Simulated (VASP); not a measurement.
# Mg33O32 (a cell with a defect) in VASP: a series of runs, part 3 of 3

VASP 6.6.1. The steps go on from the part before.

## 4. Single point, r2SCAN

Contents of POSCAR:

```
Mg33O32
1.0
    8.4288080000      0.0000000000      0.0000000000
    0.0000000000      8.4288080000      0.0000000000
    0.0000000000      0.0000000000      8.4288080000
O Mg
32 33
Direct
    0.2507260000      0.0002570000      0.0005560000
    0.2485440000      0.9942310000      0.5012060000
    0.2485370000      0.5009100000      0.9945230000
    0.2487550000      0.5007610000      0.5010510000
    0.7496620000      0.9998240000      0.0001210000
    0.7492380000      0.0002820000      0.4991040000
    0.7492380000      0.4987960000      0.0005670000
    0.7553060000      0.5009580000      0.5012750000
    0.0007090000      0.2502660000      0.0005500000
    0.9947060000      0.2480790000      0.5012120000
    0.0002760000      0.7492060000      0.0001250000
    0.0007240000      0.7487910000      0.4991030000
    0.5013640000      0.2480810000      0.9945380000
    0.5011580000      0.2483300000      0.5010370000
    0.4992590000      0.7487880000      0.0005680000
    0.5014300000      0.7548360000      0.5012750000
    0.0007110000      0.0002540000      0.2505670000
    0.0002750000      0.9998160000      0.7495170000
    0.9946690000      0.5009100000      0.2483780000
    0.0007260000      0.4987990000      0.7490890000
    0.5013620000      0.9942250000      0.2483890000
    0.4992530000      0.0002780000      0.7490820000
    0.5012340000      0.5007640000      0.2486200000
    0.5014240000      0.5009620000      0.7551460000
    0.2487970000      0.2483520000      0.2486530000
    0.2485780000      0.2481170000      0.7550590000
    0.2485700000      0.7547710000      0.2484110000
    0.2507430000      0.7487980000      0.7490990000
    0.7552210000      0.2481080000      0.2484280000
    0.7492490000      0.2502850000      0.7490850000
    0.7492510000      0.7488030000      0.2505910000
    0.7496680000      0.7492140000      0.7495130000
    0.9997130000      0.9992620000      0.9995600000
    0.9943190000      0.9938600000      0.5003610000
    0.9942950000      0.5000520000      0.9941450000
    0.9983640000      0.5004480000      0.5007500000
    0.5005150000      0.9938500000      0.9941540000
    0.5008970000      0.9979000000      0.5007530000
    0.5009050000      0.5004510000      0.9982100000
    0.5306890000      0.5302060000      0.5305310000
    0.2490390000      0.2485810000      0.9981630000
    0.2194530000      0.2189630000      0.5302580000
    0.2494340000      0.7551720000      0.9941680000
    0.2490570000      0.7511660000      0.5007620000
    0.7556200000      0.2489750000      0.9941870000
    0.7516300000      0.2485980000      0.5007480000
    0.7502320000      0.7497730000      0.9996020000
    0.7556970000      0.7552480000      0.5003810000
    0.2490380000      0.9978620000      0.2488790000
    0.2494310000      0.9938910000      0.7554600000
    0.2193720000      0.5299980000      0.2192290000
    0.2490570000      0.5004520000      0.7514600000
    0.7556200000      0.9938800000      0.2492760000
    0.7502270000      0.9992990000      0.7500770000
    0.7516080000      0.5004580000      0.2489090000
    0.7556970000      0.5000810000      0.7555370000
    0.9983270000      0.2485870000      0.2488850000
    0.9943390000      0.2489720000      0.7554540000
    0.9943290000      0.7551680000      0.2492780000
    0.9997540000      0.7497780000      0.7500770000
    0.5304300000      0.2189440000      0.2192720000
    0.5009150000      0.2486080000      0.7514730000
    0.5009100000      0.7511550000      0.2489100000
    0.5005370000      0.7552380000      0.7555360000
    0.3750860000      0.3747000000      0.3749150000
```

Contents of INCAR.step1:

```
SYSTEM = Mg33O32
  ALGO = Normal
  EDIFF = 1E-4
  ENCUT = 520
  GGA = PE
  ISMEAR = -1
  ISYM = 0
  LASPH = .True.
  LCHARG = .False.
  LREAL = Auto
  LWAVE = .True.
  NBANDS = 167
  NELECT = 256.0
  NELM = 100
  PREC = Accurate
  SIGMA = 0.05
```

Contents of INCAR.step2:

```
SYSTEM = Mg33O32
  ALGO = Normal
  EDIFF = 1E-6
  ENCUT = 520
  ISIF = 2
  ISMEAR = -1
  ISTART = 1
  ISYM = 0
  LASPH = .True.
  LCHARG = .False.
  LMIXTAU = .True.
  LREAL = Auto
  LWAVE = .False.
  METAGGA = R2SCAN
  NBANDS = 167
  NELECT = 256.0
  NELM = 100
  PREC = Accurate
  SIGMA = 0.05
```

Contents of KPOINTS:

```
Automatic mesh
0
Gamma
  1 1 1
  0.25 0.25 0.25
```

Potentials or basis: VASP PAW PBE potentials, release 64 (O, Mg).

Started as:

```bash
$ cat potpaw_PBE.64/O/POTCAR potpaw_PBE.64/Mg/POTCAR > POTCAR
$ cp INCAR.step1 INCAR
$ mpirun -np 1 vasp_std > vasp.out
$ cp INCAR.step2 INCAR
$ mpirun -np 1 vasp_std > vasp.out
```

OUTCAR:

```text
SYSTEM = Mg33O32
   EDIFF = 1E-6
   ENCUT = 520
   ISIF = 2
   ISMEAR = -1
   ISTART = 1
   ISYM = 0
   LASPH = .True.
   LREAL = Auto
   METAGGA = R2SCAN
   NELECT = 256.0
   NELM = 100
   PREC = Accurate

 ion  position               nearest neighbor table
   1  0.251  0.000  0.001-  43 2.07  50 2.07  49 2.09  41 2.09  37 2.11  33 2.12
   2  0.249  0.994  0.501-  42 1.93  44 2.05  49 2.13  38 2.13  34 2.14  50 2.14
   3  0.249  0.501  0.995-  51 1.93  52 2.05  41 2.13  39 2.13  35 2.14  43 2.14
   4  0.249  0.501  0.501-  65 1.84  36 2.11  44 2.11  52 2.11  42 2.40  51 2.40  40 2.40
   5  0.750  1.000  0.000-  37 2.10  45 2.10  53 2.10  54 2.11  47 2.11  33 2.11
   6  0.749  0.000  0.499-  48 2.07  34 2.07  46 2.09  38 2.09  53 2.11  54 2.12
   7  0.749  0.499  0.001-  56 2.07  35 2.07  39 2.09  55 2.09  45 2.11  47 2.12
   8  0.755  0.501  0.501-  40 1.93  36 2.05  46 2.13  55 2.13  56 2.14  48 2.14
   9  0.001  0.250  0.001-  45 2.07  58 2.07  41 2.09  57 2.09  35 2.11  33 2.12
  10  0.995  0.248  0.501-  42 1.93  46 2.05  57 2.13  36 2.13  34 2.14  58 2.14
  11  0.000  0.749  0.000-  59 2.10  35 2.10  43 2.10  47 2.11  60 2.11  33 2.11
  12  0.001  0.749  0.499-  48 2.07  34 2.07  44 2.09  36 2.09  59 2.11  60 2.12
  13  0.501  0.248  0.995-  61 1.93  62 2.05  41 2.13  39 2.13  37 2.14  45 2.14
  14  0.501  0.248  0.501-  65 1.84  38 2.11  62 2.11  46 2.11  42 2.40  61 2.40  40 2.40
  15  0.499  0.749  0.001-  64 2.07  37 2.07  39 2.09  63 2.09  43 2.11  47 2.12
  16  0.501  0.755  0.501-  40 1.93  38 2.05  63 2.13  44 2.13  64 2.14  48 2.14
  17  0.001  0.000  0.251-  59 2.07  53 2.07  49 2.09  57 2.09  34 2.11  33 2.12
[... 67 lines left out ...]
  59  0.994  0.755  0.249-  31 2.07  17 2.07  11 2.10  12 2.11  27 2.14  19 2.14  51 2.70  53 2.85
                            48 2.92  34 2.92  47 2.94  33 2.94  49 2.97  55 2.97  36 3.02  44 3.02
  60  1.000  0.750  0.750-  18 2.11  11 2.11  32 2.11  12 2.12  20 2.12  28 2.12  48 2.94  56 2.94
                            43 2.94  50 2.94  35 2.94  34 2.94  44 2.97  52 2.97  36 2.97  33 2.97
  61  0.530  0.219  0.219-  21 1.93  13 1.93  29 1.93  65 2.27  25 2.40  14 2.40  23 2.40  37 2.70
                            53 2.70  45 2.70  49 3.03  41 3.03  38 3.03  39 3.03  46 3.03  55 3.03
  62  0.501  0.249  0.751-  13 2.05  22 2.09  30 2.09  14 2.11  26 2.13  24 2.13  45 2.97  37 2.97
                            41 2.97  39 2.97  54 2.97  38 2.99  46 2.99  52 3.00  50 3.02  56 3.02
  63  0.501  0.751  0.249-  21 2.05  31 2.09  15 2.09  23 2.11  27 2.13  16 2.13  53 2.97  37 2.97
                            49 2.97  38 2.97  47 2.97  55 2.99  39 2.99  44 3.00  43 3.02  48 3.02
  64  0.501  0.755  0.756-  15 2.07  22 2.07  32 2.10  28 2.11  16 2.14  24 2.14  40 2.69  37 2.84
                            43 2.92  50 2.92  54 2.94  47 2.94  38 2.97  39 2.97  44 3.02  52 3.02
  65  0.375  0.375  0.375-  23 1.84   4 1.84  14 1.84  25 1.84  51 2.27  42 2.27  40 2.27  61 2.27
                            63 3.51  44 3.51  55 3.51  52 3.51  46 3.51  62 3.51  39 3.51  36 3.51

IMPORTANT INFORMATION: All symmetrisations will be switched off!
NOSYMM: (Re-)initialisation of all symmetry stuff for point group C_1.

----------------------------------------------------------------------------------------

                                     Primitive cell

  volume of cell :     598.8230

  direct lattice vectors                    reciprocal lattice vectors
     8.428808000  0.000000000  0.000000000     0.118640738  0.000000000  0.000000000
     0.000000000  8.428808000  0.000000000     0.000000000  0.118640738  0.000000000
     0.000000000  0.000000000  8.428808000     0.000000000  0.000000000  0.118640738

  length of vectors
     8.428808000  8.428808000  8.428808000     0.118640738  0.118640738  0.118640738

  position of ions in fractional coordinates (direct lattice)
     0.250726000  0.000257000  0.000556000
     0.248544000  0.994231000  0.501206000
     0.248537000  0.500910000  0.994523000
     0.248755000  0.500761000  0.501051000
     0.749662000  0.999824000  0.000121000
[... 169 lines left out ...]
 SYSTEM =  Mg33O32
   PREC   = accura    normal or accurate (medium, high low for compatibility)
   ISTART =      1    job   : 0-new  1-cont  2-samecut
   ICHARG =      0    charge: 1-file 2-atom 10-const
   ISPIN  =      1    spin polarized calculation?
   LNONCOLLINEAR =      F non collinear calculations
   LSORBIT =      F    spin-orbit coupling
   LASPH  =      T    aspherical Exc in radial PAW
   ENCUT  =  520.0 eV  38.22 Ry    6.18 a.u.  15.67 15.67 15.67*2*pi/ulx,y,z
   NELM   =    100;   NELMIN=  2; NELMDL=  0     # of ELM steps
   EDIFF  = 0.1E-05   stopping-criterion for ELM
   LREAL  =      T    real-space projection
   EDIFFG = 0.1E-04   stopping-criterion for IOM
   NSW    =      0    number of steps for IOM
   IBRION =     -1    ionic relax: 0-MD 1-quasi-New 2-CG
   NFREE  =      0    steps in history (QN), initial steepest desc. (CG)
   ISIF   =      2    stress and relaxation
   ISYM   =      0    0-nonsym 1-usesym 2-fastsym
   POTIM  = 0.5000    time-step for ionic-motion
   TEBEG  =    0.0;   TEEND  =   0.0 temperature during run
   PSTRESS=    0.0 pullay stress
   NELECT =     256.0000    total number of electrons
   NUPDOWN=      -1.0000    fix difference up-down
   EMIN   =  10.00;   EMAX   =-10.00  energy-range for DOS
   EFERMI =   0.00;   METHOD = LEGACY
   ISMEAR =    -1;   SIGMA  =   0.05  broadening in eV -4-tet -1-fermi 0-gaus
   EFERMI_NEDOS =   21; number of points for ismear=-14 and -15
   IALGO  =     38    algorithm
   IMIX   =      4    mixing-type and parameters
     AMIX     =   0.40;   BMIX     =  1.00
     AMIX_MAG =   1.60;   BMIX_MAG =  1.00
  volume/ion in A,a.u.               =       9.21        62.17
  Fermi-wavevector in a.u.,A,eV,Ry     =   1.233262  2.330527 20.693577  1.520935
  Thomas-Fermi vector in A             =   2.367999
   LORBIT       =      0    0 simple, 1 ext, 2 COOP (PROOUT), +10 PAW based schemes
   METAGGA = R2SCAN    functional components
   LHFCALC =     F    Hartree Fock is set to
   AEXX    =    0.0000 exact exchange contribution
   IVDW    =     0    specifies the selected vdW correction
   LEPSILON=     F    determine dielectric tensor
   LRPA    =     F    only Hartree local field effects (RPA)
 non-spin polarized calculation
  energy-cutoff  :      520.00
  volume of cell :      598.82
 maximum number of plane-waves:     16125
 NGX is ok and might be reduce to    64
   NGX = 31   NGY = 31   NGZ = 31

 number of electron     255.9999954 magnetization

 Free energy of the ion-electron system (eV)
  ---------------------------------------------------
  ext. energy  EPLUGINS =         0.00000000
  ---------------------------------------------------
  free energy    TOTEN  =      -527.29633493 eV

  energy without entropy =     -527.29633493  energy(sigma->0) =     -527.29633493

 E-fermi :   4.0668     XC(G=0): -11.6145

 val. band max:        2.8120422889   @ k =  -0.2500   0.2500   0.2500
 cond. band min:       9.1236168547   @ k =  -0.2500  -0.2500   0.2500
 fundamental gap:      6.3115745658
 Fermi energy:         4.0667856438

 k-point     1 :       0.2500    0.2500    0.2500
  band No.  band energies     occupation
      1     -15.3450      2.00000
      2     -14.9584      2.00000
      3     -14.8969      2.00000
      4     -14.8967      2.00000
      5     -14.6563      2.00000
      6     -14.5936      2.00000
[... 561 lines left out ...]
    139      12.2168      0.00000
    140      12.3633      0.00000
 [bands above 140 left out]

------------------------ aborting loop because EDIFF is reached ----------------------------------------

  FORCE on cell =-STRESS in cart. coord.  units (eV):
  Direction    XX          YY          ZZ          XY          YZ          ZX
  --------------------------------------------------------------------------------------
  -------------------------------------------------------------------------------------
  Total       -1.9162669     -1.9209540     -1.9156140     -0.0124554     -0.0149153     -0.0053037
  in kB       -5.1270564     -5.1395969     -5.1253095     -0.0333250     -0.0399066     -0.0141902
  external PRESSURE =      -5.1306543 kB  Pullay stress =       0.0000000 kB

 VOLUME and BASIS-vectors are now :
 -----------------------------------------------------------------------------
  energy-cutoff  :      520.00
  volume of cell :      598.82
      direct lattice vectors                 reciprocal lattice vectors
     8.428808000  0.000000000  0.000000000     0.118640738  0.000000000  0.000000000
     0.000000000  8.428808000  0.000000000     0.000000000  0.118640738  0.000000000
     0.000000000  0.000000000  8.428808000     0.000000000  0.000000000  0.118640738

 POSITION                                       TOTAL-FORCE (eV/Angst)
 -----------------------------------------------------------------------------------
      2.11332      0.00217      0.00469         0.004070     -0.011562     -0.011615
      2.09493      8.38018      4.22457        -0.010778      0.055720      0.015168
      2.09487      4.22207      8.38264        -0.010878      0.014441      0.057763
      2.09671      4.22082      4.22326         0.038944     -0.041456     -0.040747
      6.31876      8.42732      0.00102         0.004473     -0.000988     -0.002217
      6.31518      0.00238      4.20685         0.011240     -0.011497     -0.007347
[... 57 lines left out ...]
      4.21893      6.36576      6.36827        -0.002529      0.001507      0.001560
      3.16153      3.15827      3.16009        -0.009124     -0.010044     -0.008045
 -----------------------------------------------------------------------------------
    total drift:                                0.017232      0.061034      0.020694

  FREE ENERGIE OF THE ION-ELECTRON SYSTEM (eV)
  ---------------------------------------------------
  free  energy   TOTEN  =      -527.2963349339 eV

  energy  without entropy=     -527.2963349339  energy(sigma->0) =     -527.29633493
```

Run time: 74 min. Hardware: 1 thread of Intel Xeon 8259CL, shared host; peak memory 0.79 GiB.

Results:

```yaml
Free_energy: -527.2963 eV
Largest_force: 0.092 eV/Å
```

Forces on the atoms (eV/Å):
```
O    0.004 -0.012 -0.012
O   -0.011  0.056  0.015
O   -0.011  0.014  0.058
O    0.039 -0.041 -0.041
O    0.004 -0.001 -0.002
O    0.011 -0.011 -0.007
O    0.012 -0.007 -0.010
O   -0.055  0.013  0.012
O   -0.009  0.002 -0.011
O    0.058 -0.011  0.015
O    0.000 -0.002  0.000
O   -0.011  0.010 -0.007
O    0.015 -0.010  0.058
O   -0.040  0.039 -0.042
O   -0.005  0.010 -0.010
O    0.012 -0.055  0.012
O   -0.009 -0.011  0.002
O    0.000 -0.002  0.000
O    0.057  0.014 -0.011
O   -0.011 -0.007  0.011
O    0.014  0.056 -0.011
O   -0.006 -0.011  0.011
O   -0.042 -0.042  0.037
O    0.011  0.013 -0.054
O    0.053  0.054  0.052
O   -0.015 -0.015 -0.059
O   -0.015 -0.060 -0.016
O    0.003  0.010  0.010
O   -0.060 -0.014 -0.015
O    0.011  0.003  0.011
O    0.013  0.010  0.003
O    0.001 -0.001  0.001
Mg   0.002  0.004  0.002
Mg  -0.003 -0.002 -0.001
Mg  -0.002  0.000 -0.002
Mg  -0.038  0.015  0.014
Mg  -0.001 -0.002 -0.002
Mg   0.013 -0.038  0.013
Mg   0.012  0.015 -0.038
Mg   0.016  0.015  0.016
Mg  -0.011 -0.009 -0.037
Mg  -0.021 -0.021  0.025
Mg   0.002  0.004 -0.003
Mg  -0.012  0.034  0.013
Mg   0.003  0.001 -0.005
Mg   0.034 -0.009  0.013
Mg  -0.002  0.002  0.001
Mg   0.001  0.001 -0.002
Mg  -0.011 -0.037 -0.010
Mg   0.002 -0.004  0.004
Mg  -0.020  0.024 -0.020
Mg  -0.012  0.015  0.035
Mg   0.004 -0.004  0.002
Mg  -0.001  0.002  0.000
Mg   0.036  0.014 -0.011
Mg   0.001 -0.001  0.001
Mg  -0.037 -0.010 -0.010
Mg  -0.003  0.002  0.004
Mg  -0.004  0.005  0.002
Mg  -0.001  0.001  0.000
Mg   0.024 -0.020 -0.020
Mg   0.011 -0.010  0.034
Mg   0.012  0.035 -0.011
Mg  -0.003  0.002  0.002
Mg  -0.009 -0.010 -0.008
```

Caveat: the cell carries a net charge on a neutralising background, which shifts energy and pressure; the cell is charged against a uniform background, so pressure and absolute levels hang on convention; the PAW data sets were made with another functional, which shifts forces and pressure a little.
